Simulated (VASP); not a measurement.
# Al in VASP: further runs

Runs on Al. Level: PBEsol. Tasks: single point.

All numbers are computed with VASP 6.6.1; they aren't measurements. Logs are shortened: lines on timing, memory, paths and dates and some standing lists are left out, and cuts for length are marked.

## Step 1: The cell of the first run

The structure is cubic, space group Im-3m (No. 229). Conventional cell: a = 3.262 Å, b = 3.262 Å, c = 3.262 Å, α = 90.00°, β = 90.00°, γ = 90.00°. Within 3.7 Å of Al (site symmetry m-3m) lie 14 Al at 2.82 to 3.26 Å.

## Step 2: Single point, PBEsol (strain +0.025 along x and y, +0.025 along z)

INCAR reads:

```
PREC = Accurate
ENCUT = 520
EDIFF = 1E-6
ISMEAR = 0
SIGMA = 0.15
LREAL = F
LASPH = T
NELM = 80
ALGO = Normal
ISIF = 2
LWAVE = F
LCHARG = T
GGA = PS
LELF = T
LVHAR = T
NBANDS = 8
```

KPOINTS reads:

```
regular mesh
0
Gamma
  20 20 20
```

POSCAR reads:

```
Al
1.0
   -1.6309991572      1.6309991572      1.6309991572
    1.6309991572     -1.6309991572      1.6309991572
    1.6309991572      1.6309991572     -1.6309991572
Al
1
Direct
    0.0000000000      0.0000000000      0.0000000000
```

Potentials or basis: VASP PAW PBE potentials, release 64 (Al).

Launch:

```sh
$ cat potpaw_PBE.64/Al/POTCAR > POTCAR
$ mpirun -np 1 vasp_std > vasp.out
```

OUTCAR:

```text
PREC = Accurate
   ENCUT = 520
   EDIFF = 1E-6
   ISMEAR = 0
   LREAL = F
   LASPH = T
   NELM = 80
   ISIF = 2
   GGA = PS

 ion  position               nearest neighbor table
   1  0.000  0.000  0.000-

  LATTYP: Found a body centered cubic cell.
 ALAT       =     3.2619983144

  Lattice vectors:

 A1 = (  -1.6309991572,   1.6309991572,   1.6309991572)
 A2 = (   1.6309991572,  -1.6309991572,   1.6309991572)
 A3 = (   1.6309991572,   1.6309991572,  -1.6309991572)

Analysis of symmetry for initial positions (statically):
=====================================================================
 Subroutine PRICEL returns:
 Original cell was already a primitive cell.

 Routine SETGRP: Setting up the symmetry group for a
 body centered cubic supercell.

 Subroutine GETGRP returns: Found 48 space group operations
 (whereof 48 operations were pure point group operations)
 out of a pool of 48 trial point group operations.

The static configuration has the point symmetry O_h .

Analysis of symmetry for dynamics (positions and initial velocities):
=====================================================================
 Subroutine PRICEL returns:
 Original cell was already a primitive cell.

 Routine SETGRP: Setting up the symmetry group for a
 body centered cubic supercell.

 Subroutine GETGRP returns: Found 48 space group operations
 (whereof 48 operations were pure point group operations)
 out of a pool of 48 trial point group operations.

The dynamic configuration has the point symmetry O_h .

 Subroutine INISYM returns: Found 48 space group operations
 (whereof 48 operations are pure point group operations),
 and found     1 'primitive' translations

----------------------------------------------------------------------------------------

                                     Primitive cell

  volume of cell :      17.3549

  direct lattice vectors                    reciprocal lattice vectors
    -1.630999157  1.630999157  1.630999157     0.000000000  0.306560551  0.306560551
     1.630999157 -1.630999157  1.630999157     0.306560551  0.000000000  0.306560551
     1.630999157  1.630999157 -1.630999157     0.306560551  0.306560551  0.000000000

  length of vectors
     2.824973407  2.824973407  2.824973407     0.433542089  0.433542089  0.433542089

  position of ions in fractional coordinates (direct lattice)
     0.000000000  0.000000000  0.000000000

[... 76 lines left out ...]
   LREAL  =      F    real-space projection
   EDIFFG = 0.1E-04   stopping-criterion for IOM
   NSW    =      0    number of steps for IOM
   IBRION =     -1    ionic relax: 0-MD 1-quasi-New 2-CG
   NFREE  =      0    steps in history (QN), initial steepest desc. (CG)
   ISIF   =      2    stress and relaxation
   ISYM   =      2    0-nonsym 1-usesym 2-fastsym
   POTIM  = 0.5000    time-step for ionic-motion
   TEBEG  =    0.0;   TEEND  =   0.0 temperature during run
   PSTRESS=    0.0 pullay stress
   NELECT =       3.0000    total number of electrons
   NUPDOWN=      -1.0000    fix difference up-down
   EMIN   =  10.00;   EMAX   =-10.00  energy-range for DOS
   EFERMI =   0.00;   METHOD = LEGACY
   ISMEAR =     0;   SIGMA  =   0.15  broadening in eV -4-tet -1-fermi 0-gaus
   EFERMI_NEDOS =   21; number of points for ismear=-14 and -15
   IALGO  =     38    algorithm
   IMIX   =      4    mixing-type and parameters
     AMIX     =   0.40;   BMIX     =  1.00
     AMIX_MAG =   1.60;   BMIX_MAG =  1.00
  volume/ion in A,a.u.               =      17.35       117.12
  Fermi-wavevector in a.u.,A,eV,Ry     =   0.911958  1.723351 11.315522  0.831667
  Thomas-Fermi vector in A             =   2.036298
   LORBIT       =      0    0 simple, 1 ext, 2 COOP (PROOUT), +10 PAW based schemes
   GGA     = PS    functional components
   LHFCALC =     F    Hartree Fock is set to
   AEXX    =    0.0000 exact exchange contribution
   IVDW    =     0    specifies the selected vdW correction
   LEPSILON=     F    determine dielectric tensor
   LRPA    =     F    only Hartree local field effects (RPA)
 non-spin polarized calculation
 Gauss-broadening in eV      SIGMA  =   0.15
  energy-cutoff  :      520.00
  volume of cell :       17.35
 maximum number of plane-waves:       484
 NGX is ok and might be reduce to    24
   NGX = 11   NGY = 11   NGZ = 11

 number of electron       3.0000000 magnetization

 Free energy of the ion-electron system (eV)
  ---------------------------------------------------
  ext. energy  EPLUGINS =         0.00000000
  ---------------------------------------------------
  free energy    TOTEN  =        -3.98834250 eV

  energy without entropy =       -3.98350875  energy(sigma->0) =       -3.98592563

 E-fermi :   7.4318     XC(G=0): -10.0777

 val. band max:        7.4213104074   @ k =   0.5000   0.5000   0.4000
 cond. band min:       7.4492191233   @ k =  -0.4500   0.4500   0.4500
 fundamental gap:      0.0279087160
 Fermi energy:         7.4317926168

 k-point     1 :       0.0000    0.0000    0.0000
  band No.  band energies     occupation
      1      -3.3469      2.00000
      2      20.3753      0.00000
      3      20.3753      0.00000
      4      20.3753      0.00000
      5      21.3904      0.00000
      6      21.3904      0.00000
      7      21.3904      0.00000
      8      23.3326      0.00000
[... 243 lines left out ...]
 k-point    24 :       0.2500    0.1000   -0.0000
  band No.  band energies     occupation
      1      -0.6571      2.00000
      2       9.9370      0.00000
      3      13.6730      0.00000
      4      16.1141      0.00000
      5      19.2484      0.00000
      6      21.2470      0.00000
      7      23.5073      0.00000
      8      26.9022      0.00000

 [... further k-points ...]

------------------------ aborting loop because EDIFF is reached ----------------------------------------

  FORCE on cell =-STRESS in cart. coord.  units (eV):
  Direction    XX          YY          ZZ          XY          YZ          ZX
  --------------------------------------------------------------------------------------
  -------------------------------------------------------------------------------------
  Total       -0.3201008     -0.3201008     -0.3201008      0.0000000      0.0000000      0.0000000
  in kB      -29.5512735    -29.5512735    -29.5512735      0.0000000      0.0000000      0.0000000
  external PRESSURE =     -29.5512735 kB  Pullay stress =       0.0000000 kB

 VOLUME and BASIS-vectors are now :
 -----------------------------------------------------------------------------
  energy-cutoff  :      520.00
  volume of cell :       17.35
      direct lattice vectors                 reciprocal lattice vectors
    -1.630999157  1.630999157  1.630999157     0.000000000  0.306560551  0.306560551
     1.630999157 -1.630999157  1.630999157     0.306560551  0.000000000  0.306560551
     1.630999157  1.630999157 -1.630999157     0.306560551  0.306560551  0.000000000

 POSITION                                       TOTAL-FORCE (eV/Angst)
 -----------------------------------------------------------------------------------
      0.00000      0.00000      0.00000         0.000000      0.000000     -0.000000
 -----------------------------------------------------------------------------------
    total drift:                                0.000000      0.000000      0.000000

  FREE ENERGIE OF THE ION-ELECTRON SYSTEM (eV)
  ---------------------------------------------------
  free  energy   TOTEN  =        -3.9883425034 eV

  energy  without entropy=       -3.9835087497  energy(sigma->0) =       -3.98592563
```

Run time: 13 s. Hardware: 1 thread of Intel Xeon Platinum 8488C (Sapphire Rapids), shared host; peak memory 0.15 GiB.

What came out:

| Item | Value |
| --- | --- |
| Free energy | -3.9883 eV |
| Pressure | -3.0 GPa |

Caveat: the cell differs from its parent crystal (strain +0.025 along x and y, +0.025 along z); the PAW data sets were made with another functional, which shifts forces and pressure a little.

## Step 3: Single point, PBEsol (strain -0.050 along x and y, -0.025 along z)

INCAR: that of step 2 with these lines changed.

```diff
@@ -11,6 +11,4 @@
 LWAVE = F
-LCHARG = T
+LCHARG = F
 GGA = PS
-LELF = T
-LVHAR = T
 NBANDS = 8
```

KPOINTS reads:

```
Automatic mesh
0
Gamma
  20 20 20
```

POSCAR reads:

```
Al
1.0
   -1.5116577555      1.5116577555      1.5514382228
    1.5116577555     -1.5116577555      1.5514382228
    1.5116577555      1.5116577555     -1.5514382228
Al
1
Direct
    0.0000000000      0.0000000000      0.0000000000
```

Potentials or basis: VASP PAW PBE potentials, release 64 (Al).

Launch:

```sh
$ cat potpaw_PBE.64/Al/POTCAR > POTCAR
$ mpirun -np 1 vasp_std > vasp.out
```

It took 27 s on 1 thread of Intel Xeon Platinum 8488C (Sapphire Rapids), shared host; peak memory 0.16 GiB.

The run converged. Its results:

| Property | Result |
| --- | --- |
| Free energy | -3.8917 eV |
| Pressure | 16.0 GPa |

Stress tensor (GPa, compression positive):
```
15.40  0.00  0.00
 0.00 15.40  0.00
 0.00  0.00 17.32
```

Levels at points of the mesh, in eV from the Fermi level:
```
           k point  band 1  band 2  band 3  band 4  band 5
(0.00, 0.00, 0.00)  -12.23   13.97   13.97   14.64   16.84
(0.50, 0.00, 0.00)   -4.96   -4.14    8.81    9.58   11.29
(0.50, 0.50, 0.00)   -4.81   -3.88    8.22    9.02   10.61
(0.50, 0.50, 0.50)    1.61    2.42    2.42    2.52    2.87
```

Caveat: the cell differs from its parent crystal (strain -0.050 along x and y, -0.025 along z); the PAW data sets were made with another functional, which shifts forces and pressure a little.
